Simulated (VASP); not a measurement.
# N (Cmcm) in VASP: further runs

Runs on N. Level: LDA. Tasks: single point.

Everything below comes from runs of VASP 6.6.1. Logs are shortened: lines on timing, memory, paths and dates and some standing lists are left out, and cuts for length are marked.

### Step 1. The cell of the first run

It takes space group Cmcm (No. 63, orthorhombic). Conventional cell: a = 3.629 Å, b = 6.286 Å, c = 5.890 Å, α = 90.00°, β = 90.00°, γ = 90.00°. N (site symmetry m2m) has 14 N at 3.54 to 4.88 Å within 4.9 Å.

### Step 2. Single point, LDA, collinear spin, ferromagnetic start (-0.300) A along x and y)

The input, INCAR:

```
ALGO = Normal ; EDIFF = 1E-6
ENCUT = 520 ; GGA = CA
ISIF = 2 ; ISMEAR = 0
ISPIN = 2 ; LASPH = True
LCHARG = False ; LORBIT = 11
LREAL = False ; LWAVE = False
MAGMOM = 3.18 3.18 ; NBANDS = 16
NELM = 150 ; PREC = Accurate
SIGMA = 0.05
```

The input, KPOINTS:

```
k-points
0
Gamma
  12 12 6
```

The input, POSCAR:

```
N
1.0
    3.6290016496      0.0000000000      0.0000000000
   -1.8145008248      3.1428076190      0.0000000000
    0.0000000000      0.0000000000      5.8900000000
N
2
Direct
    0.2856053085      0.5712106171      0.2500000000
    0.6666666667      0.3333333333      0.7500000000
```

Potentials or basis: VASP PAW LDA potentials, release 64 (N).

Started as:

```console
$ cat potpaw_LDA.64/N/POTCAR > POTCAR
$ mpirun -np 1 vasp_std > vasp.out
```

OUTCAR:

```text
EDIFF = 1E-6
   ENCUT = 520
   GGA = CA
   ISIF = 2
   ISMEAR = 0
   ISPIN = 2
   LASPH = True
   LORBIT = 11
   LREAL = False
   NELM = 150
   PREC = Accurate

 ion  position               nearest neighbor table
   1  0.286  0.571  0.250-
   2  0.667  0.333  0.750-

  LATTYP: Found a hexagonal cell.
 ALAT       =     3.6290016496
 C/A-ratio  =     1.6230359114

  Lattice vectors:

 A1 = (   3.6290016496,   0.0000000000,   0.0000000000)
 A2 = (  -1.8145008248,   3.1428076190,   0.0000000000)
 A3 = (   0.0000000000,   0.0000000000,   5.8900000000)

Analysis of symmetry for initial positions (statically):
=====================================================================
 Subroutine PRICEL returns:
 Original cell was already a primitive cell.

 Routine SETGRP: Setting up the symmetry group for a
 hexagonal supercell.

 Subroutine GETGRP returns: Found  8 space group operations
 (whereof  2 operations were pure point group operations)
 out of a pool of 24 trial point group operations.

The static configuration has the point symmetry C_1h.
 The point group associated with its full space group is D_2h.

Analysis of symmetry for dynamics (positions and initial velocities):
=====================================================================
 Subroutine PRICEL returns:
 Original cell was already a primitive cell.

 Routine SETGRP: Setting up the symmetry group for a
 hexagonal supercell.

 Subroutine GETGRP returns: Found  8 space group operations
 (whereof  2 operations were pure point group operations)
 out of a pool of 24 trial point group operations.

The dynamic configuration has the point symmetry C_1h.
 The point group associated with its full space group is D_2h.

Analysis of structural, dynamic, and magnetic symmetry:
=====================================================================
 Subroutine PRICEL returns:
 Original cell was already a primitive cell.

 Routine SETGRP: Setting up the symmetry group for a
 hexagonal supercell.

 Subroutine GETGRP returns: Found  8 space group operations
 (whereof  2 operations were pure point group operations)
 out of a pool of 24 trial point group operations.

The overall configuration has the point symmetry C_1h.
 The point group associated with its full space group is D_2h.

 Subroutine INISYM returns: Found  8 space group operations
 (whereof  2 operations are pure point group operations),
 and found     1 'primitive' translations

----------------------------------------------------------------------------------------

                                     Primitive cell

  volume of cell :      67.1769

  direct lattice vectors                    reciprocal lattice vectors
     3.629001650  0.000000000  0.000000000     0.275557880  0.159093416  0.000000000
    -1.814500825  3.142807619  0.000000000     0.000000000  0.318186832  0.000000000
     0.000000000  0.000000000  5.890000000     0.000000000  0.000000000  0.169779287

  length of vectors
     3.629001650  3.629001650  5.890000000     0.318186832  0.318186832  0.169779287

  position of ions in fractional coordinates (direct lattice)
     0.285605309  0.571210617  0.250000000
     0.666666667  0.333333333  0.750000000

  ion indices of the primitive-cell ions
   primitive index   ion index
                 1           1
                 2           2

----------------------------------------------------------------------------------------

 KPOINTS: k-points

Automatic generation of k-mesh.
 Grid dimensions read from file:
 generate k-points for:   12   12    6

 Generating k-lattice:

  Cartesian coordinates                     Fractional coordinates (reciprocal lattice)
     0.022963157  0.013257785  0.000000000     0.083333333  0.000000000  0.000000000
     0.000000000  0.026515569  0.000000000     0.000000000  0.083333333  0.000000000
     0.000000000  0.000000000  0.028296548     0.000000000  0.000000000  0.166666667

  Length of vectors
     0.026515569  0.026515569  0.028296548

  Shift w.r.t. Gamma in fractional coordinates (k-lattice)
     0.000000000  0.000000000  0.000000000

 Subroutine IBZKPT returns following result:
 ===========================================

 Found    172 irreducible k-points:

 Following reciprocal coordinates:
            Coordinates               Weight
  0.000000  0.000000  0.000000      1.000000
  0.083333  0.000000  0.000000      4.000000
  0.000000  0.083333  0.000000      2.000000
  0.166667  0.000000  0.000000      4.000000
  0.000000  0.166667  0.000000      2.000000
  0.250000  0.000000  0.000000      4.000000
[... 16 lines left out ...]
 -0.083333  0.416667  0.000000      4.000000
 -0.416667  0.333333  0.000000      4.000000
 [... further k-points ...]
   k-points           NKPTS =    172   k-points in BZ     NKDIM =    172   number of bands    NBANDS=     16
   number of dos      NEDOS =    301   number of ions     NIONS =      2
   total plane-waves  NPLWV =  37632
   dimension x,y,z NGX =    28 NGY =   28 NGZ =   48
   dimension x,y,z NGXF=    56 NGYF=   56 NGZF=   96
   ions per type =               2
   NGX,Y,Z   is equivalent  to a cutoff of  12.83, 12.83, 13.55 a.u.
   NGXF,Y,Z  is equivalent  to a cutoff of  25.65, 25.65, 27.10 a.u.
 SYSTEM =  unknown system
   PREC   = accura    normal or accurate (medium, high low for compatibility)
   ISTART =      0    job   : 0-new  1-cont  2-samecut
   ICHARG =      2    charge: 1-file 2-atom 10-const
   ISPIN  =      2    spin polarized calculation?
   LNONCOLLINEAR =      F non collinear calculations
   LSORBIT =      F    spin-orbit coupling
   LASPH  =      T    aspherical Exc in radial PAW
   ENCUT  =  520.0 eV  38.22 Ry    6.18 a.u.   6.75  6.75 10.95*2*pi/ulx,y,z
   NELM   =    150;   NELMIN=  2; NELMDL= -5     # of ELM steps
   EDIFF  = 0.1E-05   stopping-criterion for ELM
   LREAL  =      F    real-space projection
   EDIFFG = 0.1E-04   stopping-criterion for IOM
   NSW    =      0    number of steps for IOM
   IBRION =     -1    ionic relax: 0-MD 1-quasi-New 2-CG
   NFREE  =      0    steps in history (QN), initial steepest desc. (CG)
   ISIF   =      2    stress and relaxation
   ISYM   =      2    0-nonsym 1-usesym 2-fastsym
   POTIM  = 0.5000    time-step for ionic-motion
   TEBEG  =    0.0;   TEEND  =   0.0 temperature during run
   PSTRESS=    0.0 pullay stress
   NELECT =      10.0000    total number of electrons
   NUPDOWN=      -1.0000    fix difference up-down
   EMIN   =  10.00;   EMAX   =-10.00  energy-range for DOS
   EFERMI =   0.00;   METHOD = LEGACY
   ISMEAR =     0;   SIGMA  =   0.05  broadening in eV -4-tet -1-fermi 0-gaus
   EFERMI_NEDOS =   21; number of points for ismear=-14 and -15
   IALGO  =     38    algorithm
   IMIX   =      4    mixing-type and parameters
     AMIX     =   0.40;   BMIX     =  1.00
     AMIX_MAG =   1.60;   BMIX_MAG =  1.00
  volume/ion in A,a.u.               =      33.59       226.67
  Fermi-wavevector in a.u.,A,eV,Ry     =   0.867630  1.639584 10.242227  0.752782
  Thomas-Fermi vector in A             =   1.986192
   LORBIT       =     11    0 simple, 1 ext, 2 COOP (PROOUT), +10 PAW based schemes
   GGA     = CA    functional components
   LHFCALC =     F    Hartree Fock is set to
   AEXX    =    0.0000 exact exchange contribution
   IVDW    =     0    specifies the selected vdW correction
   LEPSILON=     F    determine dielectric tensor
   LRPA    =     F    only Hartree local field effects (RPA)
 spin polarized calculation
 Gauss-broadening in eV      SIGMA  =   0.05
  energy-cutoff  :      520.00
  volume of cell :       67.18
 maximum number of plane-waves:      1830
   NGX = 13   NGY = 13   NGZ = 21

 number of electron      10.0000001 magnetization       5.9998598

 Free energy of the ion-electron system (eV)
  ---------------------------------------------------
  ext. energy  EPLUGINS =         0.00000000
  ---------------------------------------------------
  free energy    TOTEN  =        -5.90006346 eV

  energy without entropy =       -5.90006346  energy(sigma->0) =       -5.90006346

 E-fermi :  -5.1068     XC(G=0):  -6.1220

 val. band max:       -5.3672228100   @ k =   0.0000   0.0000   0.0000
 cond. band min:      -3.2881178829   @ k =   0.0000   0.0000   0.0000
 fundamental gap:      2.0791049272
 Fermi energy:        -5.1068253626

 spin component 1

 k-point     1 :       0.0000    0.0000    0.0000
  band No.  band energies     occupation
      1     -17.4529      1.00000
      2     -17.1153      1.00000
      3      -6.7122      1.00000
      4      -5.5614      1.00000
      5      -5.4876      1.00000
      6      -5.4383      1.00000
[... 8 lines left out ...]
     15      12.9365      0.00000
     16      13.5747      0.00000
[... 419 lines left out ...]
 k-point    24 :      -0.4167    0.3333    0.0000
  band No.  band energies     occupation
      1     -17.1681      1.00000
      2     -17.0364      1.00000
      3      -6.3927      1.00000
      4      -6.2147      1.00000
      5      -6.1461      1.00000
      6      -5.7742      1.00000
[... 8 lines left out ...]
     15      11.2463      0.00000
     16      12.0283      0.00000

 [... further k-points ...]

 spin component 2

 k-point     1 :       0.0000    0.0000    0.0000
  band No.  band energies     occupation
      1     -13.4421      1.00000
      2     -12.9288      1.00000
      3      -3.2881      0.00000
      4      -1.3850      0.00000
      5      -1.2777      0.00000
      6      -1.2037      0.00000
[... 8 lines left out ...]
     15      14.2100      0.00000
     16      14.9772      0.00000
[... 419 lines left out ...]
 k-point    24 :      -0.4167    0.3333    0.0000
  band No.  band energies     occupation
      1     -13.0133      1.00000
      2     -12.8065      1.00000
      3      -2.8014      0.00000
      4      -2.4929      0.00000
      5      -2.3886      0.00000
      6      -1.7493      0.00000
[... 8 lines left out ...]
     15      12.4695      0.00000
     16      13.7076      0.00000

 [... further k-points ...]

------------------------ aborting loop because EDIFF is reached ----------------------------------------

  FORCE on cell =-STRESS in cart. coord.  units (eV):
  Direction    XX          YY          ZZ          XY          YZ          ZX
  --------------------------------------------------------------------------------------
  -------------------------------------------------------------------------------------
  Total       -0.1580341     -0.1696141     -0.1510669      0.0000000      0.0000000      0.0000000
  in kB       -3.7691307     -4.0453138     -3.6029613      0.0000000      0.0000000      0.0000000
  external PRESSURE =      -3.8058020 kB  Pullay stress =       0.0000000 kB

 VOLUME and BASIS-vectors are now :
 -----------------------------------------------------------------------------
  energy-cutoff  :      520.00
  volume of cell :       67.18
      direct lattice vectors                 reciprocal lattice vectors
     3.629001650  0.000000000  0.000000000     0.275557880  0.159093416  0.000000000
    -1.814500825  3.142807619  0.000000000     0.000000000  0.318186832  0.000000000
     0.000000000  0.000000000  5.890000000     0.000000000  0.000000000  0.169779287

 POSITION                                       TOTAL-FORCE (eV/Angst)
 -----------------------------------------------------------------------------------
     -0.00000      1.79521      1.47250        -0.000000      0.004041      0.000000
      1.81450      1.04760      4.41750         0.000000     -0.004041      0.000000
 -----------------------------------------------------------------------------------
    total drift:                                0.000000     -0.000000      0.000000

  FREE ENERGIE OF THE ION-ELECTRON SYSTEM (eV)
  ---------------------------------------------------
  free  energy   TOTEN  =        -5.9000634626 eV

  energy  without entropy=       -5.9000634626  energy(sigma->0) =       -5.90006346

 total charge

# of ion       s       p       d       tot
------------------------------------------
    1        1.352   1.888   0.000   3.240
    2        1.352   1.888   0.000   3.240
--------------------------------------------------
tot          2.704   3.776   0.000   6.480

 magnetization (x)

# of ion       s       p       d       tot
------------------------------------------
    1        0.037   1.888   0.000   1.925
    2        0.037   1.888   0.000   1.925
--------------------------------------------------
tot          0.075   3.775   0.000   3.850
```

Wall time 100 s (1 thread of Intel Xeon 6975P-C (Granite Rapids), shared host); peak memory 0.33 GiB.

What came out:

| Quantity | Value |
| --- | --- |
| Free energy | -5.9001 eV |
| Pressure | -0.4 GPa |
| Largest force | 0.004 eV/Å |
| Band gap on the k mesh | 2.08 eV |
| Net moment | 6.00 μB per cell |
| Site moments | N +1.93 μB |
| Valence electrons inside the program's atomic spheres | N 3.24 |

Forces in eV/Å, atoms in the order of the input:
```
N    0.000  0.004  0.000
N    0.000 -0.004  0.000
```

Levels at points of the mesh, in eV from the valence-band top:
Spin up:
```csv
k point,band 5,band 6,band 7,band 8,band 9,band 10,band 11,band 12
"(0.00, 0.00, 0.00)",-0.12,-0.07,-0.01,0.00,6.83,10.60,10.99,16.94
"(0.50, 0.00, 0.00)",-0.62,-0.41,-0.38,-0.17,10.36,10.48,11.83,12.74
"(0.00, 0.50, 0.00)",-0.83,-0.43,-0.14,-0.14,10.39,10.53,11.23,12.45
"(0.00, 0.00, 0.50)",-0.10,-0.10,-0.09,-0.09,8.16,8.16,14.17,14.17
"(0.50, 0.00, 0.50)",-0.34,-0.34,-0.23,-0.23,10.55,10.55,11.61,11.61
"(0.00, 0.50, 0.50)",-0.37,-0.37,-0.29,-0.29,10.55,10.55,11.66,11.66
```
Spin down:
```csv
k point,band 1,band 2,band 3,band 4,band 5
"(0.00, 0.00, 0.00)",-8.07,-7.56,2.08,3.98,4.09
"(0.50, 0.00, 0.00)",-7.55,-7.45,2.32,2.69,3.25
"(0.00, 0.50, 0.00)",-7.63,-7.36,2.17,2.86,2.96
"(0.00, 0.00, 0.50)",-7.83,-7.83,3.01,3.01,4.12
"(0.50, 0.00, 0.50)",-7.50,-7.50,2.21,2.21,3.75
"(0.00, 0.50, 0.50)",-7.50,-7.50,2.32,2.32,3.68
```

Caveat: the cell differs from its parent crystal (-0.300) A along x and y); the atoms stand far beyond bonding distance. A k mesh can miss the band edges.

### Step 3. Single point, LDA, collinear spin, ferromagnetic start (+0.300) A along x and y)

The input, INCAR:

```
SYSTEM = N
ALGO = Normal
EDIFF = 1E-7
ENCUT = 520
ISIF = 2
ISMEAR = 0
ISPIN = 2
LASPH = .TRUE.
LCHARG = .FALSE.
LORBIT = 11
LREAL = .FALSE.
LWAVE = .FALSE.
MAGMOM = 3.18 3.18
NBANDS = 16
NELM = 150
PREC = Accurate
SIGMA = 0.05
```

The input, KPOINTS:

```
k-points
0
G
  12 12 6
  0 0 0
```

POSCAR: that of step 2 with these lines changed.

```diff
@@ -8,3 +8,3 @@
 Direct
-    0.2856053085      0.5712106171      0.2500000000
+    0.3810613581      0.7621227163      0.2500000000
     0.6666666667      0.3333333333      0.7500000000
```

Potentials or basis: VASP PAW LDA potentials, release 64 (N).

Started as:

```console
$ cat potpaw_LDA.64/N/POTCAR > POTCAR
$ mpirun -np 1 vasp_std > vasp.out
```

It took 2.3 min on 1 thread of Intel Xeon 6975P-C (Granite Rapids), shared host; peak memory 0.33 GiB.

It converged, with:

* Free energy: -5.8996 eV
* Pressure: -0.4 GPa
* Largest force: 0.008 eV/Å
* Band gap on the k mesh: 2.08 eV
* Net moment: 6.00 μB per cell
* Site moments: N +1.93 μB
* Valence electrons inside the program's atomic spheres: N 3.24

Forces in eV/Å, atoms in the order of the input:
```
N    0.000 -0.008  0.000
N    0.000  0.008  0.000
```

Levels at points of the mesh, in eV from the valence-band top:
Spin up:
```tsv
k point	band 4	band 5	band 6	band 7	band 8	band 9	band 10	band 11	band 12	band 13
(0.00, 0.00, 0.00)	-0.18	-0.12	-0.06	0.00	0.00	6.84	10.61	10.99	16.99	17.41
(0.50, 0.00, 0.00)	-0.90	-0.78	-0.41	-0.19	-0.16	10.39	10.51	11.41	12.58	13.85
(0.00, 0.50, 0.00)	-1.00	-0.51	-0.49	-0.41	-0.15	10.35	10.48	12.08	12.79	12.98
(0.00, 0.00, 0.50)	-0.72	-0.09	-0.09	-0.09	-0.09	8.16	8.16	14.18	14.18	17.35
(0.50, 0.00, 0.50)	-1.22	-0.37	-0.37	-0.24	-0.24	10.56	10.56	11.64	11.64	14.79
(0.00, 0.50, 0.50)	-1.28	-0.29	-0.29	-0.25	-0.25	10.56	10.56	11.60	11.60	14.63
```
Spin down:
```
           k point  band 1  band 2  band 3  band 4  band 5
(0.00, 0.00, 0.00)   -8.07   -7.56    2.08    4.00    4.09
(0.50, 0.00, 0.00)   -7.61   -7.38    2.22    2.81    3.04
(0.00, 0.50, 0.00)   -7.50   -7.49    2.39    2.63    3.41
(0.00, 0.00, 0.50)   -7.83   -7.83    3.02    3.02    4.13
(0.50, 0.00, 0.50)   -7.49   -7.49    2.28    2.28    3.69
(0.00, 0.50, 0.50)   -7.49   -7.49    2.19    2.19    3.82
```

Caveat: the cell differs from its parent crystal (+0.300) A along x and y); the atoms stand far beyond bonding distance. A k mesh can miss the band edges.
